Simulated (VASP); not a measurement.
# InSb (zincblende type): single point with LDA

The system is InSb (zincblende type).

```
CELL_PARAMETERS angstrom
0.00000 2.99377 2.99377
2.99377 0.00000 2.99377
2.99377 2.99377 0.00000
ATOMIC_POSITIONS crystal
In 0.00000 0.00000 0.00000
Sb 0.25000 0.25000 0.25000
```

This cell differs from its parent crystal: volume scaled by 0.8.

```json
{
 "Program": "VASP 6.6.1",
 "Task": "single point",
 "Functional": "LDA",
 "Potentials or basis": "VASP PAW LDA potentials, release 64 (In_d, Sb)",
 "Cutoff": "520 eV",
 "k mesh": "11 × 11 × 11",
 "Occupations": "fermi-dirac, width 0.1 eV",
 "Spin": "no spin polarisation"
}
```

The pressure is 18.0 GPa and the band gap on the k mesh is 0.72 eV, indirect (least direct gap 1.06 eV).

Levels at points of the mesh, in eV from the valence-band top:
```tsv
k point	band 5	band 6	band 7	band 8	band 9	band 10	band 11	band 12	band 13	band 14
(0.00, 0.00, 0.00)	-15.16	-12.58	0.00	0.00	0.00	1.06	2.80	2.80	2.80	5.71
```

Run time: 28 s on 1 thread of Intel(R) Xeon(R) 6975P-C (Granite Rapids), with other jobs on the host, peak memory 0.18 GiB.

Caveat: spin-orbit coupling is left out, which moves the levels of the heavy elements. A k mesh can miss the band edges.
